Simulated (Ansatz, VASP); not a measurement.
GaC3: VASP beside Ansatz

INCAR

```
SYSTEM = GaC3
PREC = Accurate ; ENCUT = 520
EDIFF = 1E-6 ; ISMEAR = 0
SIGMA = 0.1 ; LREAL = .FALSE.
LASPH = .TRUE. ; NELM = 60
ALGO = Normal ; ISIF = 2
LWAVE = .FALSE. ; LCHARG = .FALSE.
GGA = PE ; NBANDS = 20
```

KPOINTS

```
Automatic mesh
0
G
  10 12 12
  0 0 0
```

Contents of POSCAR:

```
GaC3
1.0
    3.4520378148      0.0507135254      0.0147361291
    0.0507135254      3.3799170748      0.0326584483
    0.0147361291      0.0326584483      3.3250548643
Ga C
1 3
Direct
    0.0435710352     -0.0077012355     -0.0031033930
   -0.0539417912      0.5050980009      0.3975337969
    0.5147486493     -0.0258184220      0.5505883189
    0.4956221068      0.5284216565      0.0549782642
```

Input for Ansatz:

```yaml
crystal:
  lattice:
    - [3.4520378148, 0.0507135254, 0.0147361291]
    - [0.0507135254, 3.3799170748, 0.0326584483]
    - [0.0147361291, 0.0326584483, 3.3250548643]
  atoms:
    - { symbol: Ga, position: [0.0435710352, -0.0077012355, -0.003103393] }
    - { symbol: C, position: [-0.0539417912, 0.5050980009, 0.3975337969] }
    - { symbol: C, position: [0.5147486493, -0.025818422, 0.5505883189] }
    - { symbol: C, position: [0.4956221068, 0.5284216565, 0.0549782642] }
basis:
  ecutwfc: 420
kpoints:
  mp_grid: { grid: [10, 12, 12] }
hamiltonian:
  xc: pbe
scf:
  occupations: { method: gaussian, width: 0.1 }
output:
  forces: true
  stress: true
  eigenvalues: true
```

Change from the starting cell: all atoms moved at random, cell strained at random.

Alike in both runs: task single point; functional PBE; k mesh 10 × 12 × 12; occupations gaussian, width 0.1 eV; no spin polarisation.

```csv
,VASP,Ansatz
version,VASP 6.6.1,Ansatz 0.2.0
potentials or method,"VASP PAW PBE potentials, release 64 (Ga_d, C), cutoff 520 eV","scalar-relativistic, plane waves, PAW"
valence electrons in the cell,25,25
```

```tsv
	VASP	Ansatz	Ansatz less VASP
gap on the k mesh at the Fermi level (eV)	none	none	-
pressure (GPa)	-5.8	-6.1	-0.31
traceless stress, the component that is largest in VASP (GPa)	-9.80	-9.79	+0.009
rms of the force components (eV/Å)	1.172	1.174	+0.0020
```

Atom by atom the forces differ by 0.007 eV/Å (rms over components). A gap of «none» marks a metal or a gap that the smearing closes.
